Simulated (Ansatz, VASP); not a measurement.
**TiO2 in VASP and in Ansatz**

The input INCAR:

```
ALGO = Normal
EDIFF = 1E-7
ENCUT = 520
GGA = PE
ISIF = 2
ISMEAR = -1
LASPH = True
LCHARG = False
LREAL = False
LWAVE = False
NBANDS = 33
NELM = 100
PREC = Accurate
SIGMA = 0.05
```

File KPOINTS:

```
k-points
0
Gamma
  6 6 9
```

The input POSCAR:

```
TiO2
1.0
    4.5689650023      0.0000000000      0.0000000000
    0.0000000000      4.5689650023      0.0000000000
    0.0000000000      0.0000000000      2.9393524679
Ti O
2 4
Direct
    0.0000000000      0.0000000000      0.5000000000
    0.5000000000      0.5000000000      0.0000000000
    0.3043213200      0.3043213200      0.5000000000
    0.1956786800      0.8043213200      0.0000000000
    0.8043213200      0.1956786800      0.0000000000
    0.6956786800      0.6956786800      0.5000000000
```

input.yaml

```yaml
crystal:
  lattice:
    - [4.5689650023, 0.0, 0.0]
    - [0.0, 4.5689650023, 0.0]
    - [0.0, 0.0, 2.9393524679]
  atoms:
    - { symbol: Ti, position: [0.0, 0.0, 0.5] }
    - { symbol: Ti, position: [0.5, 0.5, 0.0] }
    - { symbol: O, position: [0.30432132, 0.30432132, 0.5] }
    - { symbol: O, position: [0.19567868, 0.80432132, 0.0] }
    - { symbol: O, position: [0.80432132, 0.19567868, 0.0] }
    - { symbol: O, position: [0.69567868, 0.69567868, 0.5] }
hamiltonian:
  xc: pbe
  pseudopotentials: { kind: nc }
kpoints:
  mp_grid: { grid: [6, 6, 9] }
scf:
  occupations: { method: fermi_dirac, width: 0.05 }
output:
  forces: true
  stress: true
  eigenvalues: true
  write_density: true
  write_potential: true
  elf: true
  volumetric_format: npy
```

Alike in both runs: task single point; functional PBE; k mesh 6 × 6 × 9; occupations fermi-dirac, width 0.05 eV; no spin polarisation.

|  | VASP | Ansatz |
| --- | --- | --- |
| version | VASP 6.6.1 | Ansatz 0.2.0 |
| potentials or method | VASP PAW PBE potentials, release 64 (Ti_sv, O) | Ansatz NC |
| plane-wave cutoff (eV) | 520 | 1240 |
| valence electrons in the cell | 48 | 48 |

VASP gave:

```
gap on the k mesh at the Fermi level (eV)                     : 1.89
least direct gap on the mesh (eV)                             : 1.89
pressure (GPa)                                                : 10.1
traceless stress, the component that is largest in VASP (GPa) : 0.50
rms of the force components (eV/Å)                            : 0.056
```

**Question.** What did Ansatz give for the same quantities?

**Answer.** gap on the k mesh at the Fermi level (eV): 1.92; least direct gap on the mesh (eV): 1.92; pressure (GPa): 9.3; traceless stress, the component that is largest in VASP (GPa): 0.32; rms of the force components (eV/Å): 0.042.

Atom by atom the forces differ by 0.014 eV/Å (rms over components).

Noted on Ansatz's run: odd divisions of the mesh miss points on the zone boundary, where band edges often lie, so the gap on the mesh can be too wide.
